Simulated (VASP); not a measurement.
# W (R-3m) in VASP: notebook

Runs on W. Level: PBE. Tasks: single point.

Everything below comes from runs of VASP 6.6.1. Logs are shortened: lines on timing, memory, paths and dates and some standing lists are left out, and cuts for length are marked.

## Step 1: The cell of the first run

It takes space group R-3m (No. 166, trigonal). The conventional cell has a = 4.653 Å, b = 4.653 Å, c = 2.656 Å, α = 90.00°, β = 90.00°, γ = 120.00°. Within 3.5 Å of W (site symmetry -3m) lie 14 W at 2.66 to 3.22 Å.

## Step 2: Single point, PBE

INCAR

```
SYSTEM = W
PREC     = Accurate       ! precision mode
ENCUT    = 520            ! plane-wave cutoff, eV
EDIFF    = 1E-6           ! SCF threshold, eV
ISMEAR   = 0              ! smearing method
SIGMA    = 0.15           ! smearing width, eV
LREAL    = .False.        ! projectors in reciprocal space
LASPH    = .True.         ! aspherical terms in the spheres
NELM     = 60             ! most SCF steps
ALGO     = Fast           ! electronic algorithm
ISIF     = 2              ! what is computed and relaxed
LWAVE    = .False.        ! write WAVECAR
LCHARG   = .True.         ! write CHGCAR
GGA      = PE             ! functional
LELF     = .True.         ! ELF
LVHAR    = .True.       
NBANDS   = 13             ! bands
```

KPOINTS

```
Automatic mesh
0
Gamma
  20 20 20
  0 0 0
```

POSCAR

```
W
1.0
   -1.6821074564      1.6077680807      1.6077680807
    1.6077680807     -1.6821074564      1.6077680807
    1.6077680807      1.6077680807     -1.6821074564
W
1
Direct
    0.0000000000      0.0000000000      0.0000000000
```

Potentials or basis: VASP PAW PBE potentials, release 64 (W_sv).

Run with:

```sh
$ cat potpaw_PBE.64/W_sv/POTCAR > POTCAR
$ mpirun -np 1 vasp_std > vasp.out
```

OUTCAR:

```text
SYSTEM = W
   PREC = Accurate
   ENCUT = 520
   EDIFF = 1E-6
   ISMEAR = 0
   LREAL = .False.
   LASPH = .True.
   NELM = 60
   ISIF = 2
   GGA = PE

 ion  position               nearest neighbor table
   1  0.000  0.000  0.000-

  LATTYP: Found a trigonal (rhomboedric) cell.
 ALAT       =     2.8283072495
 COS(alpha) =    -0.3530248174

  Lattice vectors:

 A1 = (  -1.6821074564,   1.6077680807,   1.6077680807)
 A2 = (   1.6077680807,  -1.6821074564,   1.6077680807)
 A3 = (   1.6077680807,   1.6077680807,  -1.6821074564)

Analysis of symmetry for initial positions (statically):
=====================================================================
 Subroutine PRICEL returns:
 Original cell was already a primitive cell.

 Routine SETGRP: Setting up the symmetry group for a
 trigonal (rhombohedral) supercell.

 Subroutine GETGRP returns: Found 12 space group operations
 (whereof 12 operations were pure point group operations)
 out of a pool of 12 trial point group operations.

The static configuration has the point symmetry D_3d.

Analysis of symmetry for dynamics (positions and initial velocities):
=====================================================================
 Subroutine PRICEL returns:
 Original cell was already a primitive cell.

 Routine SETGRP: Setting up the symmetry group for a
 trigonal (rhombohedral) supercell.

 Subroutine GETGRP returns: Found 12 space group operations
 (whereof 12 operations were pure point group operations)
 out of a pool of 12 trial point group operations.

The dynamic configuration has the point symmetry D_3d.

 Subroutine INISYM returns: Found 12 space group operations
 (whereof 12 operations are pure point group operations),
 and found     1 'primitive' translations

----------------------------------------------------------------------------------------

                                     Primitive cell

  volume of cell :      16.5967

  direct lattice vectors                    reciprocal lattice vectors
    -1.682107456  1.607768081  1.607768081     0.014735872  0.318698739  0.318698739
     1.607768081 -1.682107456  1.607768081     0.318698739  0.014735872  0.318698739
     1.607768081  1.607768081 -1.682107456     0.318698739  0.318698739  0.014735872

  length of vectors
     2.828307249  2.828307249  2.828307249     0.450948909  0.450948909  0.450948909

  position of ions in fractional coordinates (direct lattice)
     0.000000000  0.000000000  0.000000000

  ion indices of the primitive-cell ions
   primitive index   ion index
                 1           1

----------------------------------------------------------------------------------------

 KPOINTS: Automatic mesh

Automatic generation of k-mesh.
 Grid dimensions read from file:
 generate k-points for:   20   20   20

 Generating k-lattice:

  Cartesian coordinates                     Fractional coordinates (reciprocal lattice)
     0.000736794  0.015934937  0.015934937     0.050000000  0.000000000  0.000000000
     0.015934937  0.000736794  0.015934937     0.000000000  0.050000000  0.000000000
     0.015934937  0.015934937  0.000736794     0.000000000  0.000000000  0.050000000

  Length of vectors
     0.022547445  0.022547445  0.022547445

  Shift w.r.t. Gamma in fractional coordinates (k-lattice)
     0.000000000  0.000000000  0.000000000

 Subroutine IBZKPT returns following result:
 ===========================================

 Found    781 irreducible k-points:

 Following reciprocal coordinates:
            Coordinates               Weight
  0.000000  0.000000  0.000000      1.000000
  0.050000  0.000000  0.000000      6.000000
  0.100000  0.000000  0.000000      6.000000
  0.150000  0.000000  0.000000      6.000000
  0.200000  0.000000  0.000000      6.000000
  0.250000 -0.000000 -0.000000      6.000000
[... 16 lines left out ...]
 -0.400000  0.050000  0.000000     12.000000
 -0.350000  0.050000  0.000000     12.000000
 [... further k-points ...]
   k-points           NKPTS =    781   k-points in BZ     NKDIM =    781   number of bands    NBANDS=     13
   number of dos      NEDOS =    301   number of ions     NIONS =      1
   total plane-waves  NPLWV =  13824
   dimension x,y,z NGX =    24 NGY =   24 NGZ =   24
   dimension x,y,z NGXF=    48 NGYF=   48 NGZF=   48
   ions per type =               1
   NGX,Y,Z   is equivalent  to a cutoff of  14.11, 14.11, 14.11 a.u.
   NGXF,Y,Z  is equivalent  to a cutoff of  28.21, 28.21, 28.21 a.u.
 SYSTEM =  W
   PREC   = accura    normal or accurate (medium, high low for compatibility)
   ISTART =      0    job   : 0-new  1-cont  2-samecut
   ICHARG =      2    charge: 1-file 2-atom 10-const
   ISPIN  =      1    spin polarized calculation?
   LNONCOLLINEAR =      F non collinear calculations
   LSORBIT =      F    spin-orbit coupling
   LASPH  =      T    aspherical Exc in radial PAW
   ENCUT  =  520.0 eV  38.22 Ry    6.18 a.u.   5.26  5.26  5.26*2*pi/ulx,y,z
   NELM   =     60;   NELMIN=  2; NELMDL= -5     # of ELM steps
   EDIFF  = 0.1E-05   stopping-criterion for ELM
   LREAL  =      F    real-space projection
   EDIFFG = 0.1E-04   stopping-criterion for IOM
   NSW    =      0    number of steps for IOM
   IBRION =     -1    ionic relax: 0-MD 1-quasi-New 2-CG
   NFREE  =      0    steps in history (QN), initial steepest desc. (CG)
   ISIF   =      2    stress and relaxation
   ISYM   =      2    0-nonsym 1-usesym 2-fastsym
   POTIM  = 0.5000    time-step for ionic-motion
   TEBEG  =    0.0;   TEEND  =   0.0 temperature during run
   PSTRESS=    0.0 pullay stress
   NELECT =      14.0000    total number of electrons
   NUPDOWN=      -1.0000    fix difference up-down
   EMIN   =  10.00;   EMAX   =-10.00  energy-range for DOS
   EFERMI =   0.00;   METHOD = LEGACY
   ISMEAR =     0;   SIGMA  =   0.15  broadening in eV -4-tet -1-fermi 0-gaus
   EFERMI_NEDOS =   21; number of points for ismear=-14 and -15
   IALGO  =     68    algorithm
   IMIX   =      4    mixing-type and parameters
     AMIX     =   0.40;   BMIX     =  1.00
     AMIX_MAG =   1.60;   BMIX_MAG =  1.00
  volume/ion in A,a.u.               =      16.60       112.00
  Fermi-wavevector in a.u.,A,eV,Ry     =   1.546833  2.923090 32.554541  2.392691
  Thomas-Fermi vector in A             =   2.652012
   LORBIT       =      0    0 simple, 1 ext, 2 COOP (PROOUT), +10 PAW based schemes
   GGA     = PE    functional components
   LHFCALC =     F    Hartree Fock is set to
   AEXX    =    0.0000 exact exchange contribution
   IVDW    =     0    specifies the selected vdW correction
   LEPSILON=     F    determine dielectric tensor
   LRPA    =     F    only Hartree local field effects (RPA)
 non-spin polarized calculation
 RMM-DIIS sequential band-by-band and
 Gauss-broadening in eV      SIGMA  =   0.15
  energy-cutoff  :      520.00
  volume of cell :       16.60
 maximum number of plane-waves:       462
 NGX is ok and might be reduce to    24
   NGX = 11   NGY = 11   NGZ = 11

 number of electron      14.0000001 magnetization

 Free energy of the ion-electron system (eV)
  ---------------------------------------------------
  ext. energy  EPLUGINS =         0.00000000
  ---------------------------------------------------
  free energy    TOTEN  =       -12.89884197 eV

  energy without entropy =      -12.89464809  energy(sigma->0) =      -12.89674503

 E-fermi :  10.8168     XC(G=0): -13.3776

 val. band max:       10.7939872385   @ k =  -0.1500   0.1500   0.0000
 cond. band min:      10.8190456770   @ k =   0.4500   0.1000   0.0500
 fundamental gap:      0.0250584385
 Fermi energy:        10.8168459388

 k-point     1 :       0.0000    0.0000    0.0000
  band No.  band energies     occupation
      1     -63.4602      2.00000
      2     -27.1538      2.00000
      3     -27.1538      2.00000
      4     -26.9164      2.00000
      5       1.4170      2.00000
      6       8.8411      2.00000
      7       9.9106      2.00000
      8       9.9106      2.00000
      9      13.1027      0.00000
     10      13.1027      0.00000
     11      24.3843      0.00000
     12      25.6416      0.00000
     13      25.6416      0.00000

 k-point     2 :       0.0500    0.0000    0.0000
  band No.  band energies     occupation
      1     -63.4568      2.00000
      2     -27.1665      2.00000
      3     -27.1531      2.00000
      4     -26.9487      2.00000
      5       1.5390      2.00000
      6       8.9341      2.00000
      7       9.8410      2.00000
      8       9.9558      2.00000
      9      12.9330      0.00000
     10      13.0742      0.00000
     11      24.5186      0.00000
     12      25.8520      0.00000
     13      25.9555      0.00000

 k-point     3 :       0.1000    0.0000    0.0000
  band No.  band energies     occupation
      1     -63.4471      2.00000
      2     -27.2080      2.00000
      3     -27.1514      2.00000
      4     -27.0366      2.00000
      5       1.8943      2.00000
      6       9.1728      2.00000
      7       9.6426      2.00000
      8      10.1080      2.00000
      9      12.5210      0.00000
     10      13.0045      0.00000
     11      24.8836      0.00000
     12      26.4568      0.00000
     13      26.7738      0.00000

 k-point     4 :       0.1500    0.0000    0.0000
  band No.  band energies     occupation
      1     -63.4320      2.00000
      2     -27.2972      2.00000
      3     -27.1486      2.00000
      4     -27.1461      2.00000
      5       2.4492      2.00000
      6       9.3448      2.00000
      7       9.3891      2.00000
      8      10.4606      1.99922
      9      12.0977      0.00000
     10      12.9293      0.00000
     11      25.3397      0.00000
     12      27.3756      0.00000
     13      27.7253      0.00000

 k-point     5 :       0.2000    0.0000    0.0000
  band No.  band energies     occupation
      1     -63.4129      2.00000
      2     -27.4558      2.00000
      3     -27.2332      2.00000
      4     -27.1452      2.00000
      5       3.1407      2.00000
      6       8.9882      2.00000
      7       9.3816      2.00000
      8      11.1285      0.00330
      9      11.8970      0.00000
     10      12.8836      0.00000
     11      25.5531      0.00000
     12      28.0657      0.00000
     13      28.4762      0.00000
[... 257 lines left out ...]
 k-point    22 :      -0.4500    0.0500    0.0000
  band No.  band energies     occupation
      1     -63.3314      2.00000
      2     -28.1844      2.00000
      3     -27.4915      2.00000
      4     -27.1428      2.00000
      5       4.9636      2.00000
      6       7.6714      2.00000
      7      10.7521      1.45823
      8      12.6480      0.00000
      9      13.3622      0.00000
     10      16.0103      0.00000
     11      22.2122      0.00000
     12      22.5618      0.00000
     13      27.9104      0.00000

 k-point    23 :      -0.4000    0.0500    0.0000
  band No.  band energies     occupation
      1     -63.3449      2.00000
      2     -28.0631      2.00000
      3     -27.4581      2.00000
      4     -27.1461      2.00000
      5       4.9308      2.00000
      6       7.8505      2.00000
      7       9.9850      2.00000
      8      12.5428      0.00000
      9      13.2305      0.00000
     10      14.9786      0.00000
     11      22.9406      0.00000
     12      23.5780      0.00000
     13      29.1985      0.00000

 k-point    24 :      -0.3500    0.0500    0.0000
  band No.  band energies     occupation
      1     -63.3628      2.00000
      2     -27.9038      2.00000
      3     -27.4062      2.00000
      4     -27.1499      2.00000
      5       4.7192      2.00000
      6       8.1021      2.00000
      7       9.3930      2.00000
      8      12.2614      0.00000
      9      13.1476      0.00000
     10      13.8305      0.00000
     11      23.8475      0.00000
     12      25.0119      0.00000
     13      30.5660      0.00000

 [... further k-points ...]

------------------------ aborting loop because EDIFF is reached ----------------------------------------

  FORCE on cell =-STRESS in cart. coord.  units (eV):
  Direction    XX          YY          ZZ          XY          YZ          ZX
  --------------------------------------------------------------------------------------
  -------------------------------------------------------------------------------------
  Total       -0.6674805     -0.6674805     -0.6674805      0.7655296      0.7655296      0.7655296
  in kB      -64.4357170    -64.4357170    -64.4357170     73.9009568     73.9009568     73.9009568
  external PRESSURE =     -64.4357170 kB  Pullay stress =       0.0000000 kB

 VOLUME and BASIS-vectors are now :
 -----------------------------------------------------------------------------
  energy-cutoff  :      520.00
  volume of cell :       16.60
      direct lattice vectors                 reciprocal lattice vectors
    -1.682107456  1.607768081  1.607768081     0.014735872  0.318698739  0.318698739
     1.607768081 -1.682107456  1.607768081     0.318698739  0.014735872  0.318698739
     1.607768081  1.607768081 -1.682107456     0.318698739  0.318698739  0.014735872

 POSITION                                       TOTAL-FORCE (eV/Angst)
 -----------------------------------------------------------------------------------
      0.00000      0.00000      0.00000        -0.000000      0.000000      0.000000
 -----------------------------------------------------------------------------------
    total drift:                                0.000000      0.000000      0.000000

  FREE ENERGIE OF THE ION-ELECTRON SYSTEM (eV)
  ---------------------------------------------------
  free  energy   TOTEN  =       -12.8988419667 eV

  energy  without entropy=      -12.8946480858  energy(sigma->0) =      -12.89674503
```

Run time: 2.4 min. Hardware: 1 thread of AMD EPYC 7R13 (Zen 3), shared host; peak memory 0.24 GiB.

What came out:

* Free energy: -12.8988 eV
* Pressure: -6.4 GPa
* Band gap on the k mesh: zero (band 7 reaches 15.14 eV, above the bottom of band 8 at 9.81 eV)

Stress tensor (GPa, compression positive):
```
-6.44  7.39  7.39
 7.39 -6.44  7.39
 7.39  7.39 -6.44
```

Caveat: spin-orbit coupling is left out, which moves the levels of the heavy elements.

## Step 3: Single point, PBE

This run uses another cell than the first one, of 17.12 Å³/atom, 1.031 times its volume.

INCAR

```
PREC = Accurate
ENCUT = 520
EDIFF = 1E-6
ISMEAR = 0
SIGMA = 0.15
LREAL = F
LASPH = T
NELM = 80
ALGO = Fast
ISIF = 2
LWAVE = F
LCHARG = T
GGA = PE
LELF = T
LVHAR = T
NBANDS = 13
```

KPOINTS

```
Automatic mesh
0
Gamma
  20 20 20
```

POSCAR

```
W
1.0
   -1.6607766719      1.6236865766      1.6236865766
    1.6236865766     -1.6607766719      1.6236865766
    1.6236865766      1.6236865766     -1.6607766719
W
1
Direct
    0.0000000000      0.0000000000      0.0000000000
```

Potentials or basis: VASP PAW PBE potentials, release 64 (W_sv).

Run with:

```sh
$ cat potpaw_PBE.64/W_sv/POTCAR > POTCAR
$ mpirun -np 1 vasp_std > vasp.out
```

It took 3.6 min on 1 thread of AMD EPYC 7R13 (Zen 3), shared host; peak memory 0.24 GiB.

The run converged. Its results:

```yaml
Free_energy: -12.9014 eV
Pressure: -15.3 GPa
Band_gap_on_the_k_mesh: zero (band 7 reaches 14.76 eV, above the bottom of band 8 at 9.34 eV)
```

Stress tensor (GPa, compression positive):
```
-15.28   2.98   2.98
  2.98 -15.28   2.98
  2.98   2.98 -15.28
```

Levels at points of the mesh, in eV from the Fermi level:
| k point | band 3 | band 4 | band 5 | band 6 | band 7 | band 8 | band 9 | band 10 | band 11 | band 12 |
| --- | --- | --- | --- | --- | --- | --- | --- | --- | --- | --- |
| (0.00, 0.00, 0.00) | -38.01 | -37.91 | -9.22 | -1.50 | -0.97 | -0.97 | 2.09 | 2.09 | 13.92 | 14.52 |
| (0.50, 0.00, 0.00) | -38.33 | -38.00 | -5.78 | -3.18 | 0.62 | 1.78 | 2.62 | 5.57 | 10.22 | 11.11 |
| (0.50, 0.50, 0.00) | -38.28 | -37.94 | -5.84 | -3.31 | 0.25 | 2.08 | 2.97 | 5.33 | 9.57 | 11.39 |
| (0.50, 0.50, 0.50) | -38.65 | -38.65 | -5.26 | -5.26 | 4.38 | 4.38 | 5.05 | 7.54 | 7.54 | 7.87 |

Caveat: spin-orbit coupling is left out, which moves the levels of the heavy elements.

## Step 4: Single point, PBE

This run uses another cell than the first one, of 17.12 Å³/atom, 1.031 times its volume.

INCAR

```
PREC     = Accurate       # precision mode
ENCUT    = 520            # plane-wave cutoff, eV
EDIFF    = 1E-6           # SCF threshold, eV
ISMEAR   = 0              # smearing method
SIGMA    = 0.15           # smearing width, eV
LREAL    = F              # projectors in reciprocal space
LASPH    = T              # aspherical terms in the spheres
NELM     = 100            # most SCF steps
ALGO     = Fast           # electronic algorithm
ISIF     = 2              # what is computed and relaxed
LWAVE    = F              # write WAVECAR
LCHARG   = T              # write CHGCAR
GGA      = PE             # functional
LELF     = T              # ELF
LVHAR    = T            
NBANDS   = 13             # bands
```

KPOINTS is that of step 3.

POSCAR

```
W
1.0
   -1.5865964813      1.6236865766      1.6236865766
    1.6236865766     -1.5865964813      1.6236865766
    1.6236865766      1.6236865766     -1.5865964813
W
1
Direct
    0.0000000000      0.0000000000      0.0000000000
```

Run with:

```sh
$ cat potpaw_PBE.64/W_sv/POTCAR > POTCAR
$ mpirun -np 1 vasp_std > vasp.out
```

It took 3.3 min on 1 thread of AMD EPYC 7R13 (Zen 3), shared host; peak memory 0.24 GiB.

It converged, with:

```
Free energy            : -12.9025 eV
Pressure               : -15.3 GPa
Band gap on the k mesh : zero (band 7 reaches 14.51 eV, above the bottom of band 8 at 9.48 eV)
```

Stress tensor (GPa, compression positive):
```
-15.30  -2.57  -2.57
 -2.57 -15.30  -2.57
 -2.57  -2.57 -15.30
```

Levels at points of the mesh, in eV from the Fermi level:
```tsv
k point	band 4	band 5	band 6	band 7	band 8	band 9	band 10	band 11
(0.00, 0.00, 0.00)	-37.95	-9.23	-1.34	-1.34	-0.77	2.08	2.08	14.11
(0.50, 0.00, 0.00)	-37.96	-5.85	-3.30	0.25	2.04	2.94	5.28	9.62
(0.50, 0.50, 0.00)	-38.00	-5.79	-3.20	0.60	1.79	2.63	5.60	10.14
(0.50, 0.50, 0.50)	-38.63	-5.27	-5.27	4.12	4.83	4.83	7.44	7.75
```

Caveat: spin-orbit coupling is left out, which moves the levels of the heavy elements.

## Step 5: Overview

```tsv
cell	gap on the mesh (eV)	pressure (GPa)
a = 2.828 Å, angles 110.7°, 1 atom	none	-6.4
a = 2.834 Å, angles 110.1°, 1 atom	none	-15.3
a = 2.791 Å, angles 108.8°, 1 atom	none	-15.3
```

Alike in all rows: task single point; level PBE; potentials or basis VASP PAW PBE potentials, release 64 (W_sv); no spin polarisation; k mesh 20 × 20 × 20; cutoff (eV) 520; smearing gaussian 0.15 eV.

Caveats: spin-orbit coupling is left out, which moves the levels of the heavy elements.

Total energies depend on the potentials used, so only differences within one code and one set of settings carry meaning.
